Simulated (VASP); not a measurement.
The system is CaO.

```xyz
2
Lattice="0.0000 2.4036 2.4036 2.4036 0.0000 2.4036 2.4036 2.4036 0.0000" Properties=species:S:1:pos:R:3 pbc="T T T"
Ca    0.0000    0.0000    0.0000
O     2.4036    2.4036    2.4036
```

| Item | Value |
| --- | --- |
| Program | VASP 6.6.1 |
| Task | relaxation of cell and atoms |
| Functional | PBEsol |
| Dispersion | D4 |
| Potentials or basis | VASP PAW PBE potentials, release 64 (Ca_sv, O) |
| Cutoff | 600 eV |
| k mesh | 10 × 10 × 10 |
| Occupations | fermi-dirac, width 0.05 eV |
| Spin | no spin polarisation |

At the start: pressure -3.4 GPa; volume 13.89 Å³/atom.

Problem. How do energy, volume and symmetry change on relaxing?

Solution. Over 3 steps the energy falls by 4.7 meV/atom and the volume is 13.46 Å³/atom (-3.1 %); space group Fm-3m (No. 225, to 0.1 Å) before and after.

Step by step:
```
step  energy change (eV)  largest force (eV/Å)  pressure (GPa)  volume (Å³)
   1              0.0000                0.0000           -3.41        27.77
   2             -0.0079                0.0000            1.46        26.60
   3             -0.0093                0.0000            0.01        26.92
```

Final structure:
```
Ca O
1.0
     0.00000    2.37879    2.37879
     2.37879    0.00000    2.37879
     2.37879    2.37879    0.00000
Ca O
1 1
Cartesian
  0.0000 0.0000 0.0000
  2.3788 2.3788 2.3788
```

Caveat: the PAW data sets were made with another functional, which shifts forces and pressure a little.
